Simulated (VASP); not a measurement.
# K2TeO2 (P1) in VASP: single point with r2SCAN

Aim: the single point of K2TeO2 with r2SCAN.

Program: VASP 6.6.1. These are calculated values, not measurements. Logs are shortened: lines on timing, memory, paths and dates and some standing lists are left out, and cuts for length are marked.

## 1. The cell of the first run

The typed cell holds 5 atoms: a = 4.201 Å, b = 4.212 Å, c = 7.192 Å, α = 74.28°, β = 74.57°, γ = 94.45°.

## 2. Single point, r2SCAN

File POSCAR:

```
K2TeO2
1.0
   -0.1632293700      4.1975186300      0.0073026800
    4.2092912900     -0.1632293700     -0.0015111800
    2.0254208000      2.0055918900     -6.6032497600
Te O K
1 2 2
Direct
    0.9720080000      0.0951220000      0.9792280000
    0.2305910000      0.7220850000      0.4663970000
    0.7391430000      0.2538850000      0.4813830000
    0.3806720000      0.3166310000      0.2828390000
    0.7096040000      0.6699090000      0.6809030000
```

File INCAR.step1:

```
SYSTEM = K2TeO2
PREC = Accurate
ENCUT = 520
ISMEAR = -1
SIGMA = 0.1
LREAL = .FALSE.
LASPH = .TRUE.
NELM = 100
NBANDS = 26
GGA = PE
ALGO = Normal
EDIFF = 1E-4
LWAVE = .TRUE.
LCHARG = .FALSE.
```

File INCAR.step2:

```
SYSTEM = K2TeO2
PREC = Accurate
ENCUT = 520
EDIFF = 1E-6
ISMEAR = -1
SIGMA = 0.1
LREAL = .FALSE.
LASPH = .TRUE.
NELM = 100
ALGO = Normal
ISIF = 2
LWAVE = .FALSE.
LCHARG = .FALSE.
METAGGA = R2SCAN
LMIXTAU = .TRUE.
NBANDS = 26
ISTART = 1
```

File KPOINTS:

```
Automatic mesh
0
Gamma
  5 5 3
  0.5 0.5 0.5
```

Potentials or basis: VASP PAW PBE potentials, release 64 (Te, O, K_sv).

The run is started by

```bash
$ cat potpaw_PBE.64/Te/POTCAR potpaw_PBE.64/O/POTCAR potpaw_PBE.64/K_sv/POTCAR > POTCAR
$ cp INCAR.step1 INCAR
$ mpirun -np 1 vasp_std > vasp.out
$ cp INCAR.step2 INCAR
$ mpirun -np 1 vasp_std > vasp.out
```

OUTCAR:

```text
SYSTEM = K2TeO2
   PREC = Accurate
   ENCUT = 520
   EDIFF = 1E-6
   ISMEAR = -1
   LREAL = .FALSE.
   LASPH = .TRUE.
   NELM = 100
   ISIF = 2
   METAGGA = R2SCAN
   ISTART = 1

 ion  position               nearest neighbor table
   1  0.972  0.095  0.979-   4 3.22   5 3.25   4 3.38   5 3.47   5 3.54   4 3.70
   2  0.231  0.722  0.466-   5 2.27   4 2.44   4 2.45   5 2.83
   3  0.739  0.254  0.481-   4 2.32   5 2.46   5 2.54   4 2.65
   4  0.381  0.317  0.283-   3 2.32   2 2.44   2 2.45   3 2.65   1 3.22   1 3.38   1 3.70   5 3.72

   5  0.710  0.670  0.681-   2 2.27   3 2.46   3 2.54   2 2.83   1 3.25   1 3.47   1 3.54   4 3.72

  LATTYP: Found a triclinic cell.
 ALAT       =     4.2124552550
 B/A-ratio  =     1.3563776390
 C/A-ratio  =     1.7291476035
 COS(alpha) =     0.0029952492
 COS(beta)  =     0.3108066185
 COS(gamma) =     0.6802437662

  Lattice vectors:

 A1 = (   4.2092912900,  -0.1632293700,  -0.0015111800)
 A2 = (   4.0460619200,   4.0342892600,   0.0057915000)
 A3 = (   2.1838704900,  -2.1688212600,   6.6017385800)

Analysis of symmetry for initial positions (statically):
=====================================================================
 Subroutine PRICEL returns:
 Original cell was already a primitive cell.

 Routine SETGRP: Setting up the symmetry group for a
 triclinic supercell.

 Subroutine GETGRP returns: Found  1 space group operations
 (whereof  1 operations were pure point group operations)
 out of a pool of  2 trial point group operations.

The static configuration has the point symmetry C_1 .

Analysis of symmetry for dynamics (positions and initial velocities):
=====================================================================
 Subroutine PRICEL returns:
 Original cell was already a primitive cell.

 Routine SETGRP: Setting up the symmetry group for a
 triclinic supercell.

 Subroutine GETGRP returns: Found  1 space group operations
 (whereof  1 operations were pure point group operations)
 out of a pool of  2 trial point group operations.

The dynamic configuration has the point symmetry C_1 .

 Subroutine INISYM returns: Found  1 space group operations
 (whereof  1 operations are pure point group operations),
 and found     1 'primitive' translations

----------------------------------------------------------------------------------------

                                     Primitive cell

  volume of cell :     116.5448

  direct lattice vectors                    reciprocal lattice vectors
    -0.163229370  4.197518630  0.007302680     0.009274330  0.238465683  0.075273430
     4.209291290 -0.163229370 -0.001511180     0.237950595  0.009121412  0.075757230
     2.025420800  2.005591890 -6.603249760    -0.000044199  0.000261637 -0.151374675

  length of vectors
     4.200697538  4.212455255  7.192192686     0.250235857  0.249885661  0.151374907

  position of ions in fractional coordinates (direct lattice)
     0.972008000  0.095122000  0.979228000
     0.230591000  0.722085000  0.466397000
     0.739143000  0.253885000  0.481383000
     0.380672000  0.316631000  0.282839000
     0.709604000  0.669909000  0.680903000

  ion indices of the primitive-cell ions
   primitive index   ion index
                 1           1
                 2           2
                 3           3
                 4           4
                 5           5

----------------------------------------------------------------------------------------

 KPOINTS: Automatic mesh

Automatic generation of k-mesh.
 Grid dimensions read from file:
 generate k-points for:    5    5    3

 Generating k-lattice:

  Cartesian coordinates                     Fractional coordinates (reciprocal lattice)
     0.001854866  0.047693137  0.015054686     0.200000000  0.000000000  0.000000000
     0.047590119  0.001824282  0.015151446    -0.000000000  0.200000000 -0.000000000
    -0.000014733  0.000087212 -0.050458225     0.000000000 -0.000000000  0.333333333

  Length of vectors
     0.050047171  0.049977132  0.050458302

  Shift w.r.t. Gamma in fractional coordinates (k-lattice)
     0.500000000  0.500000000  0.500000000

 Subroutine IBZKPT returns following result:
 ===========================================

 Found     38 irreducible k-points:

 Following reciprocal coordinates:
            Coordinates               Weight
  0.100000  0.100000  0.166667      2.000000
  0.300000  0.100000  0.166667      2.000000
  0.500000  0.100000  0.166667      2.000000
 -0.300000  0.100000  0.166667      2.000000
 -0.100000  0.100000  0.166667      2.000000
  0.100000  0.300000  0.166667      2.000000
[... 16 lines left out ...]
  0.500000 -0.100000  0.166667      2.000000
 -0.300000 -0.100000  0.166667      2.000000
 [... further k-points ...]
   k-points           NKPTS =     38   k-points in BZ     NKDIM =     38   number of bands    NBANDS=     26
   number of dos      NEDOS =    301   number of ions     NIONS =      5
   total plane-waves  NPLWV =  55296
   dimension x,y,z NGX =    32 NGY =   32 NGZ =   54
   dimension x,y,z NGXF=    64 NGYF=   64 NGZF=  108
   ions per type =               1   2   2
   NGX,Y,Z   is equivalent  to a cutoff of  12.66, 12.63, 12.48 a.u.
   NGXF,Y,Z  is equivalent  to a cutoff of  25.33, 25.26, 24.96 a.u.
 SYSTEM =  K2TeO2
   PREC   = accura    normal or accurate (medium, high low for compatibility)
   ISTART =      1    job   : 0-new  1-cont  2-samecut
   ICHARG =      0    charge: 1-file 2-atom 10-const
   ISPIN  =      1    spin polarized calculation?
   LNONCOLLINEAR =      F non collinear calculations
   LSORBIT =      F    spin-orbit coupling
   LASPH  =      T    aspherical Exc in radial PAW
   ENCUT  =  520.0 eV  38.22 Ry    6.18 a.u.   7.81  7.83 13.37*2*pi/ulx,y,z
   NELM   =    100;   NELMIN=  2; NELMDL=  0     # of ELM steps
   EDIFF  = 0.1E-05   stopping-criterion for ELM
   LREAL  =      F    real-space projection
   EDIFFG = 0.1E-04   stopping-criterion for IOM
   NSW    =      0    number of steps for IOM
   IBRION =     -1    ionic relax: 0-MD 1-quasi-New 2-CG
   NFREE  =      0    steps in history (QN), initial steepest desc. (CG)
   ISIF   =      2    stress and relaxation
   ISYM   =      2    0-nonsym 1-usesym 2-fastsym
   POTIM  = 0.5000    time-step for ionic-motion
   TEBEG  =    0.0;   TEEND  =   0.0 temperature during run
   PSTRESS=    0.0 pullay stress
   NELECT =      36.0000    total number of electrons
   NUPDOWN=      -1.0000    fix difference up-down
   EMIN   =  10.00;   EMAX   =-10.00  energy-range for DOS
   EFERMI =   0.00;   METHOD = LEGACY
   ISMEAR =    -1;   SIGMA  =   0.10  broadening in eV -4-tet -1-fermi 0-gaus
   EFERMI_NEDOS =   21; number of points for ismear=-14 and -15
   IALGO  =     38    algorithm
   IMIX   =      4    mixing-type and parameters
     AMIX     =   0.40;   BMIX     =  1.00
     AMIX_MAG =   1.60;   BMIX_MAG =  1.00
  volume/ion in A,a.u.               =      23.31       157.30
  Fermi-wavevector in a.u.,A,eV,Ry     =   1.106653  2.091270 16.662785  1.224680
  Thomas-Fermi vector in A             =   2.243156
   LORBIT       =      0    0 simple, 1 ext, 2 COOP (PROOUT), +10 PAW based schemes
   METAGGA = R2SCAN    functional components
   LHFCALC =     F    Hartree Fock is set to
   AEXX    =    0.0000 exact exchange contribution
   IVDW    =     0    specifies the selected vdW correction
   LEPSILON=     F    determine dielectric tensor
   LRPA    =     F    only Hartree local field effects (RPA)
 non-spin polarized calculation
  energy-cutoff  :      520.00
  volume of cell :      116.54
 maximum number of plane-waves:      3156
   NGX = 15   NGY = 15   NGZ = 27

 number of electron      36.0000001 magnetization

 Free energy of the ion-electron system (eV)
  ---------------------------------------------------
  ext. energy  EPLUGINS =         0.00000000
  ---------------------------------------------------
  free energy    TOTEN  =       -48.52152663 eV

  energy without entropy =      -48.18860816  energy(sigma->0) =      -48.35506740

 E-fermi :  -0.0661     XC(G=0):  -9.0395

 val. band max:       -0.0697902888   @ k =   0.5000   0.1000   0.1667
 cond. band min:      -0.0659379701   @ k =  -0.1000   0.1000   0.1667
 fundamental gap:      0.0038523187
 Fermi energy:        -0.0660912804

 k-point     1 :       0.1000    0.1000    0.1667
  band No.  band energies     occupation
      1     -28.4452      2.00000
      2     -28.2847      2.00000
      3     -16.8404      2.00000
      4     -16.3009      2.00000
      5     -11.5156      2.00000
      6     -11.2724      2.00000
[... 18 lines left out ...]
     25       9.9306      0.00000
     26      10.1234      0.00000

 k-point     2 :       0.3000    0.1000    0.1667
  band No.  band energies     occupation
      1     -28.4353      2.00000
      2     -28.2803      2.00000
      3     -16.7746      2.00000
      4     -16.4657      2.00000
      5     -11.5203      2.00000
      6     -11.2814      2.00000
[... 18 lines left out ...]
     25       9.1617      0.00000
     26       9.4386      0.00000

 k-point     3 :       0.5000    0.1000    0.1667
  band No.  band energies     occupation
      1     -28.4288      2.00000
      2     -28.2780      2.00000
      3     -16.7187      2.00000
      4     -16.5776      2.00000
      5     -11.4626      2.00000
      6     -11.2589      2.00000
[... 18 lines left out ...]
     25       9.0740      0.00000
     26       9.7842      0.00000

 k-point     4 :      -0.3000    0.1000    0.1667
  band No.  band energies     occupation
      1     -28.4347      2.00000
      2     -28.2810      2.00000
      3     -16.8150      2.00000
      4     -16.4170      2.00000
      5     -11.5333      2.00000
      6     -11.2415      2.00000
[... 18 lines left out ...]
     25       9.0761      0.00000
     26       9.6229      0.00000

 k-point     5 :      -0.1000    0.1000    0.1667
  band No.  band energies     occupation
      1     -28.4449      2.00000
      2     -28.2852      2.00000
      3     -16.8558      2.00000
      4     -16.2801      2.00000
      5     -11.5436      2.00000
      6     -11.2617      2.00000
[... 18 lines left out ...]
     25       9.1864      0.00000
     26       9.4764      0.00000

 k-point     6 :       0.1000    0.3000    0.1667
  band No.  band energies     occupation
      1     -28.4346      2.00000
      2     -28.2797      2.00000
      3     -16.8065      2.00000
      4     -16.4627      2.00000
      5     -11.4997      2.00000
      6     -11.3112      2.00000
[... 427 lines left out ...]
 k-point    21 :       0.1000   -0.1000    0.1667
  band No.  band energies     occupation
      1     -28.4448      2.00000
      2     -28.2852      2.00000
      3     -16.8558      2.00000
      4     -16.2801      2.00000
      5     -11.5298      2.00000
      6     -11.2727      2.00000
[... 18 lines left out ...]
     25       9.1445      0.00000
     26       9.6144      0.00000

 k-point    22 :       0.3000   -0.1000    0.1667
  band No.  band energies     occupation
      1     -28.4359      2.00000
      2     -28.2798      2.00000
      3     -16.8163      2.00000
      4     -16.4166      2.00000
      5     -11.5375      2.00000
      6     -11.2579      2.00000
[... 18 lines left out ...]
     25       9.2568      0.00000
     26       9.5081      0.00000

 k-point    23 :       0.5000   -0.1000    0.1667
  band No.  band energies     occupation
      1     -28.4290      2.00000
      2     -28.2777      2.00000
      3     -16.7194      2.00000
      4     -16.5768      2.00000
      5     -11.4670      2.00000
      6     -11.2747      2.00000
[... 18 lines left out ...]
     25       9.3005      0.00000
     26       9.7102      0.00000

 k-point    24 :      -0.3000   -0.1000    0.1667
  band No.  band energies     occupation
      1     -28.4339      2.00000
      2     -28.2818      2.00000
      3     -16.7727      2.00000
      4     -16.4662      2.00000
      5     -11.5563      2.00000
      6     -11.2495      2.00000
[... 18 lines left out ...]
     25       9.3329      0.00000
     26       9.5558      0.00000

 [... further k-points ...]

------------------------ aborting loop because EDIFF is reached ----------------------------------------

  FORCE on cell =-STRESS in cart. coord.  units (eV):
  Direction    XX          YY          ZZ          XY          YZ          ZX
  --------------------------------------------------------------------------------------
  -------------------------------------------------------------------------------------
  Total        2.4218739      3.0812357      3.3785378     -1.6891171      0.4382576     -0.2219692
  in kB       33.2942409     42.3586899     46.4457923    -23.2208096      6.0248608     -3.0514786
  external PRESSURE =      40.6995744 kB  Pullay stress =       0.0000000 kB

 VOLUME and BASIS-vectors are now :
 -----------------------------------------------------------------------------
  energy-cutoff  :      520.00
  volume of cell :      116.54
      direct lattice vectors                 reciprocal lattice vectors
    -0.163229370  4.197518630  0.007302680     0.009274330  0.238465683  0.075273430
     4.209291290 -0.163229370 -0.001511180     0.237950595  0.009121412  0.075757230
     2.025420800  2.005591890 -6.603249760    -0.000044199  0.000261637 -0.151374675

 POSITION                                       TOTAL-FORCE (eV/Angst)
 -----------------------------------------------------------------------------------
      2.22508      6.02843     -6.45913        -0.554412      0.491887      0.018894
      3.94648      1.78545     -3.07914        -0.533200      0.857472      0.274637
      1.92303      4.02658     -3.17368         0.386023      1.014548     -0.229781
      1.84352      2.11345     -1.86536         0.502243     -0.905969      0.458807
      4.08313      4.23484     -4.49200         0.199347     -1.457938     -0.522557
 -----------------------------------------------------------------------------------
    total drift:                               -0.000098      0.000795     -0.000692

  FREE ENERGIE OF THE ION-ELECTRON SYSTEM (eV)
  ---------------------------------------------------
  free  energy   TOTEN  =       -48.5215266337 eV

  energy  without entropy=      -48.1886081611  energy(sigma->0) =      -48.35506740
```

Wall time 6.1 min (1 thread of Intel Xeon Platinum 8259CL at 2.50GHz (Skylake/Cascade Lake), shared host); peak memory 0.3 GiB.

Results:

- Free energy: -48.5215 eV
- Pressure: 4.1 GPa
- Largest force: 1.562 eV/Å
- Band gap on the k mesh: zero (bands 18 and 19 overlap by 0.20 eV)

Forces on the atoms (eV/Å):
```
Te  -0.554  0.492  0.019
O   -0.533  0.857  0.275
O    0.386  1.015 -0.230
K    0.502 -0.906  0.459
K    0.199 -1.458 -0.523
```

Stress tensor (GPa, compression positive):
```
 3.33 -2.32 -0.31
-2.32  4.24  0.60
-0.31  0.60  4.64
```

Levels at points of the mesh, in eV from the Fermi level:
```
           k point  band 16  band 17  band 18  band 19  band 20  band 21
(0.50, 0.50, 0.50)    -0.35    -0.29     0.01     0.06     0.41     5.55
```

Caveat: the cell stands under pressure; the PAW data sets were made with another functional, which shifts forces and pressure a little; spin-orbit coupling is left out, which moves the levels of the heavy elements.
